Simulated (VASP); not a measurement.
# Al (Fm-3m) in VASP: a series of runs

The runs below take Al through single point, with PBEsol.

Program: VASP 6.6.1. These are calculated values, not measurements. Logs are shortened: lines on timing, memory, paths and dates and some standing lists are left out, and cuts for length are marked.

## 1. The cell of the first run

The structure is cubic, space group Fm-3m (No. 225). The conventional cell has a = 3.728 Å, b = 3.728 Å, c = 3.728 Å, α = 90.00°, β = 90.00°, γ = 90.00°. Within 3.5 Å of Al (site symmetry m-3m) lie 12 Al at 2.64 Å.

## 2. Single point, PBEsol (volume scaled by 0.8)

Input file INCAR:

```
SYSTEM = Al
  PREC = Accurate
  ENCUT = 520
  EDIFF = 1E-6
  ISMEAR = -1
  SIGMA = 0.08
  LREAL = .False.
  LASPH = .True.
  NELM = 80
  ALGO = Normal
  ISIF = 2
  LWAVE = .False.
  LCHARG = .False.
  GGA = PS
  NBANDS = 8
```

Input file KPOINTS:

```
Automatic mesh
0
Gamma
  18 18 18
  0 0 0
```

Input file POSCAR:

```
Al
1.0
    0.0000000000      1.8638708078      1.8638708078
    1.8638708078      0.0000000000      1.8638708078
    1.8638708078      1.8638708078      0.0000000000
Al
1
Direct
    0.0000000000      0.0000000000      0.0000000000
```

Potentials or basis: VASP PAW PBE potentials, release 64 (Al).

Started as:

```bash
cat potpaw_PBE.64/Al/POTCAR > POTCAR
mpirun -np 1 vasp_std > vasp.out
```

OUTCAR:

```text
SYSTEM = Al
   PREC = Accurate
   ENCUT = 520
   EDIFF = 1E-6
   ISMEAR = -1
   LREAL = .False.
   LASPH = .True.
   NELM = 80
   ISIF = 2
   GGA = PS

 ion  position               nearest neighbor table
   1  0.000  0.000  0.000-

  LATTYP: Found a face centered cubic cell.
 ALAT       =     3.7277416156

  Lattice vectors:

 A1 = (   0.0000000000,   1.8638708078,   1.8638708078)
 A2 = (   1.8638708078,   0.0000000000,   1.8638708078)
 A3 = (   1.8638708078,   1.8638708078,   0.0000000000)

Analysis of symmetry for initial positions (statically):
=====================================================================
 Subroutine PRICEL returns:
 Original cell was already a primitive cell.

 Routine SETGRP: Setting up the symmetry group for a
 face centered cubic supercell.

 Subroutine GETGRP returns: Found 48 space group operations
 (whereof 48 operations were pure point group operations)
 out of a pool of 48 trial point group operations.

The static configuration has the point symmetry O_h .

Analysis of symmetry for dynamics (positions and initial velocities):
=====================================================================
 Subroutine PRICEL returns:
 Original cell was already a primitive cell.

 Routine SETGRP: Setting up the symmetry group for a
 face centered cubic supercell.

 Subroutine GETGRP returns: Found 48 space group operations
 (whereof 48 operations were pure point group operations)
 out of a pool of 48 trial point group operations.

The dynamic configuration has the point symmetry O_h .

 Subroutine INISYM returns: Found 48 space group operations
 (whereof 48 operations are pure point group operations),
 and found     1 'primitive' translations

----------------------------------------------------------------------------------------

                                     Primitive cell

  volume of cell :      12.9502

  direct lattice vectors                    reciprocal lattice vectors
     0.000000000  1.863870808  1.863870808    -0.268258936  0.268258936  0.268258936
     1.863870808  0.000000000  1.863870808     0.268258936 -0.268258936  0.268258936
     1.863870808  1.863870808  0.000000000     0.268258936  0.268258936 -0.268258936

  length of vectors
     2.635911375  2.635911375  2.635911375     0.464638107  0.464638107  0.464638107

  position of ions in fractional coordinates (direct lattice)
     0.000000000  0.000000000  0.000000000

  ion indices of the primitive-cell ions
   primitive index   ion index
                 1           1

----------------------------------------------------------------------------------------

 KPOINTS: Automatic mesh

Automatic generation of k-mesh.
 Grid dimensions read from file:
 generate k-points for:   18   18   18

 Generating k-lattice:

  Cartesian coordinates                     Fractional coordinates (reciprocal lattice)
    -0.014903274  0.014903274  0.014903274     0.055555556  0.000000000  0.000000000
     0.014903274 -0.014903274  0.014903274     0.000000000  0.055555556  0.000000000
     0.014903274  0.014903274 -0.014903274     0.000000000  0.000000000  0.055555556

  Length of vectors
     0.025813228  0.025813228  0.025813228

  Shift w.r.t. Gamma in fractional coordinates (k-lattice)
     0.000000000  0.000000000  0.000000000

 Subroutine IBZKPT returns following result:
 ===========================================

 Found    195 irreducible k-points:

 Following reciprocal coordinates:
            Coordinates               Weight
  0.000000  0.000000  0.000000      1.000000
  0.055556  0.000000  0.000000      8.000000
  0.111111  0.000000  0.000000      8.000000
  0.166667  0.000000  0.000000      8.000000
  0.222222  0.000000  0.000000      8.000000
  0.277778  0.000000  0.000000      8.000000
[... 16 lines left out ...]
 -0.277778  0.055556  0.000000     24.000000
 -0.222222  0.055556  0.000000     24.000000
 [... further k-points ...]
   k-points           NKPTS =    195   k-points in BZ     NKDIM =    195   number of bands    NBANDS=      8
   number of dos      NEDOS =    301   number of ions     NIONS =      1
   total plane-waves  NPLWV =   8000
   dimension x,y,z NGX =    20 NGY =   20 NGZ =   20
   dimension x,y,z NGXF=    40 NGYF=   40 NGZF=   40
   ions per type =               1
   NGX,Y,Z   is equivalent  to a cutoff of  12.61, 12.61, 12.61 a.u.
   NGXF,Y,Z  is equivalent  to a cutoff of  25.23, 25.23, 25.23 a.u.
 SYSTEM =  Al
   PREC   = accura    normal or accurate (medium, high low for compatibility)
   ISTART =      0    job   : 0-new  1-cont  2-samecut
   ICHARG =      2    charge: 1-file 2-atom 10-const
   ISPIN  =      1    spin polarized calculation?
   LNONCOLLINEAR =      F non collinear calculations
   LSORBIT =      F    spin-orbit coupling
   LASPH  =      T    aspherical Exc in radial PAW
   ENCUT  =  520.0 eV  38.22 Ry    6.18 a.u.   4.90  4.90  4.90*2*pi/ulx,y,z
   NELM   =     80;   NELMIN=  2; NELMDL= -5     # of ELM steps
   EDIFF  = 0.1E-05   stopping-criterion for ELM
   LREAL  =      F    real-space projection
   EDIFFG = 0.1E-04   stopping-criterion for IOM
   NSW    =      0    number of steps for IOM
   IBRION =     -1    ionic relax: 0-MD 1-quasi-New 2-CG
   NFREE  =      0    steps in history (QN), initial steepest desc. (CG)
   ISIF   =      2    stress and relaxation
   ISYM   =      2    0-nonsym 1-usesym 2-fastsym
   POTIM  = 0.5000    time-step for ionic-motion
   TEBEG  =    0.0;   TEEND  =   0.0 temperature during run
   PSTRESS=    0.0 pullay stress
   NELECT =       3.0000    total number of electrons
   NUPDOWN=      -1.0000    fix difference up-down
   EMIN   =  10.00;   EMAX   =-10.00  energy-range for DOS
   EFERMI =   0.00;   METHOD = LEGACY
   ISMEAR =    -1;   SIGMA  =   0.08  broadening in eV -4-tet -1-fermi 0-gaus
   EFERMI_NEDOS =   21; number of points for ismear=-14 and -15
   IALGO  =     38    algorithm
   IMIX   =      4    mixing-type and parameters
     AMIX     =   0.40;   BMIX     =  1.00
     AMIX_MAG =   1.60;   BMIX_MAG =  1.00
  volume/ion in A,a.u.               =      12.95        87.39
  Fermi-wavevector in a.u.,A,eV,Ry     =   1.005440  1.900006 13.754257  1.010909
  Thomas-Fermi vector in A             =   2.138119
   LORBIT       =      0    0 simple, 1 ext, 2 COOP (PROOUT), +10 PAW based schemes
   GGA     = PS    functional components
   LHFCALC =     F    Hartree Fock is set to
   AEXX    =    0.0000 exact exchange contribution
   IVDW    =     0    specifies the selected vdW correction
   LEPSILON=     F    determine dielectric tensor
   LRPA    =     F    only Hartree local field effects (RPA)
 non-spin polarized calculation
  energy-cutoff  :      520.00
  volume of cell :       12.95
 maximum number of plane-waves:       361
   NGX =  9   NGY =  9   NGZ =  9

 number of electron       3.0000000 magnetization

 Free energy of the ion-electron system (eV)
  ---------------------------------------------------
  ext. energy  EPLUGINS =         0.00000000
  ---------------------------------------------------
  free energy    TOTEN  =        -3.84518810 eV

  energy without entropy =       -3.83805138  energy(sigma->0) =       -3.84161974

 E-fermi :  10.6979     XC(G=0): -11.1753

 val. band max:       10.6644883322   @ k =  -0.3333   0.0556   0.0000
 cond. band min:      10.7384221602   @ k =   0.5000   0.3889   0.0000
 fundamental gap:      0.0739338280
 Fermi energy:        10.6979003707

 k-point     1 :       0.0000    0.0000    0.0000
  band No.  band energies     occupation
      1      -2.1907      2.00000
      2      24.7330      0.00000
      3      24.7330      0.00000
      4      24.7330      0.00000
      5      28.2602      0.00000
      6      28.2602      0.00000
      7      28.2602      0.00000
      8      29.0823      0.00000

 k-point     2 :       0.0556    0.0000    0.0000
  band No.  band energies     occupation
      1      -2.0923      2.00000
      2      23.2799      0.00000
      3      24.5652      0.00000
      4      24.5652      0.00000
      5      28.4130      0.00000
      6      28.5862      0.00000
      7      28.5862      0.00000
      8      30.2981      0.00000

 k-point     3 :       0.1111    0.0000    0.0000
  band No.  band energies     occupation
      1      -1.7977      2.00000
      2      20.8278      0.00000
      3      24.1966      0.00000
      4      24.1966      0.00000
      5      28.1835      0.00000
      6      29.4280      0.00000
      7      29.4280      0.00000
      8      31.1519      0.00000

 k-point     4 :       0.1667    0.0000    0.0000
  band No.  band energies     occupation
      1      -1.3084      2.00000
      2      18.2985      0.00000
      3      23.8101      0.00000
      4      23.8101      0.00000
      5      27.8542      0.00000
      6      29.8471      0.00000
      7      29.8471      0.00000
      8      30.5998      0.00000

 k-point     5 :       0.2222    0.0000    0.0000
  band No.  band energies     occupation
      1      -0.6271      2.00000
      2      15.8405      0.00000
      3      23.4951      0.00000
      4      23.4951      0.00000
      5      27.5530      0.00000
      6      28.5938      0.00000
      7      28.5938      0.00000
      8      32.0003      0.00000
[... 177 lines left out ...]
 k-point    22 :      -0.3333    0.0556    0.0000
  band No.  band energies     occupation
      1       1.7702      2.00000
      2      10.6645      1.20584
      3      21.3144      0.00000
      4      24.0737      0.00000
      5      25.4487      0.00000
      6      26.5673      0.00000
      7      28.1637      0.00000
      8      31.7479      0.00000

 k-point    23 :      -0.2778    0.0556    0.0000
  band No.  band energies     occupation
      1       0.6586      2.00000
      2      12.8151      0.00000
      3      21.3586      0.00000
      4      24.4326      0.00000
      5      26.0378      0.00000
      6      27.4573      0.00000
      7      28.2323      0.00000
      8      32.6225      0.00000

 k-point    24 :      -0.2222    0.0556    0.0000
  band No.  band energies     occupation
      1      -0.2720      2.00000
      2      15.1024      0.00000
      3      21.5532      0.00000
      4      24.6727      0.00000
      5      27.0159      0.00000
      6      28.1071      0.00000
      7      28.8066      0.00000
      8      31.3726      0.00000

 [... further k-points ...]
[... 5 lines left out ...]
  --------------------------------------------------------------------------------------
  -------------------------------------------------------------------------------------
  Total        2.4363479      2.4363479      2.4363479     -0.0000000      0.0000000     -0.0000000
  in kB      301.4202790    301.4202790    301.4202790     -0.0000000      0.0000000     -0.0000000
  external PRESSURE =     301.4202790 kB  Pullay stress =       0.0000000 kB

 VOLUME and BASIS-vectors are now :
 -----------------------------------------------------------------------------
  energy-cutoff  :      520.00
  volume of cell :       12.95
      direct lattice vectors                 reciprocal lattice vectors
     0.000000000  1.863870808  1.863870808    -0.268258936  0.268258936  0.268258936
     1.863870808  0.000000000  1.863870808     0.268258936 -0.268258936  0.268258936
     1.863870808  1.863870808  0.000000000     0.268258936  0.268258936 -0.268258936

 POSITION                                       TOTAL-FORCE (eV/Angst)
 -----------------------------------------------------------------------------------
      0.00000      0.00000      0.00000        -0.000000      0.000000     -0.000000
 -----------------------------------------------------------------------------------
    total drift:                               -0.000000     -0.000000     -0.000000

  FREE ENERGIE OF THE ION-ELECTRON SYSTEM (eV)
  ---------------------------------------------------
  free  energy   TOTEN  =        -3.8451881033 eV

  energy  without entropy=       -3.8380513777  energy(sigma->0) =       -3.84161974
```

Wall time 22 s (1 thread of AMD EPYC 7R13, shared host); peak memory 0.1 GiB.

Results:

```
Free energy : -3.8452 eV
Pressure    : 30.1 GPa
```

Caveat: the PAW data sets were made with another functional, which shifts forces and pressure a little.

## 3. Single point, PBEsol (volume scaled by 0.8)

Input file INCAR:

```
  PREC = Accurate
  ENCUT = 520
  EDIFF = 1E-7
  ISMEAR = -1
  SIGMA = 0.08
  LREAL = F
  LASPH = T
  NELM = 100
  ALGO = Normal
  ISIF = 2
  LWAVE = F
  LCHARG = F
  GGA = PS
  NBANDS = 8
```

Input file KPOINTS:

```
Automatic mesh
0
Gamma
  18 18 18
```

POSCAR is that of step 2.

Potentials or basis: VASP PAW PBE potentials, release 64 (Al).

Started as:

```bash
cat potpaw_PBE.64/Al/POTCAR > POTCAR
mpirun -np 1 vasp_std > vasp.out
```

Run time: 25 s. Hardware: 1 thread of AMD EPYC 7R13, shared host; peak memory 0.1 GiB.

Results (log left out):

| Quantity | Value |
| --- | --- |
| Free energy | -3.8452 eV |
| Pressure | 30.1 GPa |

Levels at points of the mesh, in eV from the Fermi level:
```tsv
k point	band 1	band 2	band 3	band 4
(0.00, 0.00, 0.00)	-12.89	14.03	14.03	14.03
(0.50, 0.00, 0.00)	-5.58	-4.72	12.63	12.63
(0.50, 0.50, 0.00)	-3.48	-1.75	5.30	6.88
```

Caveat: the PAW data sets were made with another functional, which shifts forces and pressure a little.

## 4. Single point, PBEsol (volume scaled by 0.88)

Input file INCAR:

```
SYSTEM = Al
ALGO = Normal ; EDIFF = 1E-6
ENCUT = 520 ; GGA = PS
ISIF = 2 ; ISMEAR = -1
LASPH = .TRUE. ; LCHARG = .FALSE.
LREAL = .FALSE. ; LWAVE = .FALSE.
NBANDS = 8 ; NELM = 80
PREC = Accurate ; SIGMA = 0.08
```

Input file KPOINTS:

```
k-points
0
G
  18 18 18
  0 0 0
```

Input file POSCAR:

```
Al
1.0
    0.0000000000      1.9240367727      1.9240367727
    1.9240367727      0.0000000000      1.9240367727
    1.9240367727      1.9240367727      0.0000000000
Al
1
Direct
    0.0000000000      0.0000000000      0.0000000000
```

Started as:

```bash
cat potpaw_PBE.64/Al/POTCAR > POTCAR
mpirun -np 1 vasp_std > vasp.out
```

Run time: 19 s. Hardware: 1 thread of AMD EPYC 7R13, shared host; peak memory 0.1 GiB.

Results (log left out):

```
Free energy : -4.0188 eV
Pressure    : 14.0 GPa
```

Levels at points of the mesh, in eV from the Fermi level:
| k point | band 1 | band 2 | band 3 | band 4 | band 5 | band 6 |
| --- | --- | --- | --- | --- | --- | --- |
| (0.00, 0.00, 0.00) | -12.18 | 13.44 | 13.44 | 13.44 | 16.12 | 16.12 |
| (0.50, 0.00, 0.00) | -5.19 | -4.58 | 12.14 | 12.14 | 13.06 | 13.06 |
| (0.50, 0.50, 0.00) | -3.27 | -1.67 | 5.28 | 6.33 | 6.33 | 10.59 |

Caveat: the PAW data sets were made with another functional, which shifts forces and pressure a little.
